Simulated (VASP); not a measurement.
Crystal: Pd.

```
CELL_PARAMETERS angstrom
-1.57228 1.57228 1.57228
1.57228 -1.57228 1.57228
1.57228 1.57228 -1.57228
ATOMIC_POSITIONS crystal
Pd 0.00000 0.00000 0.00000
```

- Program: VASP 6.6.1
- Task: relaxation of cell and atoms
- Functional: LDA
- Potentials or basis: VASP PAW LDA potentials, release 64 (Pd)
- Cutoff: 600 eV
- k mesh: 13 × 13 × 13
- Occupations: gaussian, width 0.01 eV
- Spin: no spin polarisation

At the start: pressure -15.1 GPa; volume 15.55 Å³/atom.

Q: Where does the relaxation end?

A: Over 7 steps the energy falls by 65.9 meV/atom and the volume is 14.27 Å³/atom (-8.2 %); space group Im-3m (No. 229, to 0.05 Å).

The path:
```csv
step,energy change (eV),largest force (eV/Å),pressure (GPa),volume (Å³)
1,0.0000,0.0000,-15.11,15.55
2,0.1416,0.0000,42.55,12.48
3,-0.0658,0.0000,-0.72,14.32
4,-0.0659,0.0000,-0.17,14.28
5,-0.0659,0.0000,0.22,14.26
6,-0.0659,0.0000,-0.31,14.29
7,-0.0659,0.0000,-0.01,14.27
```

Final structure:
```yaml
crystal:
  lattice:
    - [-1.52806, 1.52806, 1.52806]
    - [1.52806, -1.52806, 1.52806]
    - [1.52806, 1.52806, -1.52806]
  atoms:
    - { symbol: Pd, position: [0.00000, 0.00000, 0.00000] }
```
